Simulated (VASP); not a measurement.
Wanted: the native input for a VASP 6.6.1 run.

* Task: single point
* Functional: PBE
* Potentials or basis: VASP PAW PBE potentials, release 64 (Te, Sn_d)
* Cutoff: 520 eV
* k mesh: 7 × 7 × 7
* Occupations: fermi-dirac, width 0.05 eV
* Spin: non-collinear spin, zero start, spin-orbit coupling
* Starting moments: [[0.0, 0.0, 0.0], [0.0, 0.0, 0.0]] μB
* Dipole correction: no
* Further INCAR settings: ALGO = Normal; EDIFF = 1e-06; NBANDS = 32

The structure of SnTe lies in POSCAR:

```
SnTe
1.0
    0.0000000000      3.2126470615      3.2126470615
    3.2126470615      0.0000000000      3.2126470615
    3.2126470615      3.2126470615      0.0000000000
Te Sn
1 1
Direct
    0.5000000000      0.5000000000      0.5000000000
    0.0000000000      0.0000000000      0.0000000000
```

One way to write it, as run:

INCAR

```
PREC     = Accurate       # precision mode
ENCUT    = 520            # plane-wave cutoff, eV
EDIFF    = 1E-6           # SCF threshold, eV
ISMEAR   = -1             # smearing method
SIGMA    = 0.05           # smearing width, eV
LREAL    = F              # projectors in reciprocal space
LASPH    = T              # aspherical terms in the spheres
NELM     = 150            # most SCF steps
ALGO     = Normal         # electronic algorithm
ISIF     = 2              # what is computed and relaxed
LWAVE    = F              # write WAVECAR
LCHARG   = T              # write CHGCAR
MAGMOM   = 0 0 0 0 0 0    # initial moments
LORBIT   = 11             # projections on sites
LSORBIT  = T              # spin-orbit coupling
GGA_COMPAT= F            
LORBMOM  = T            
GGA      = PE             # functional
LVHAR    = T            
NBANDS   = 32             # bands
```

KPOINTS

```
regular mesh
0
Gamma
  7 7 7
```

Potentials or basis: VASP PAW PBE potentials, release 64 (Te, Sn_d).

Launch:

```sh
$ cat potpaw_PBE.64/Te/POTCAR potpaw_PBE.64/Sn_d/POTCAR > POTCAR
$ mpirun -np 1 vasp_ncl > vasp.out
```

Results of the run:

```json
{
 "Pressure": "-0.3 GPa",
 "Net moment": "0.00 μB per cell",
 "Valence electrons inside the program's atomic spheres": "Te 3.36; Sn 12.05"
}
```

It took 3 min on 1 thread of Intel Xeon 8259CL, with other jobs on the host, peak memory 0.41 GiB.
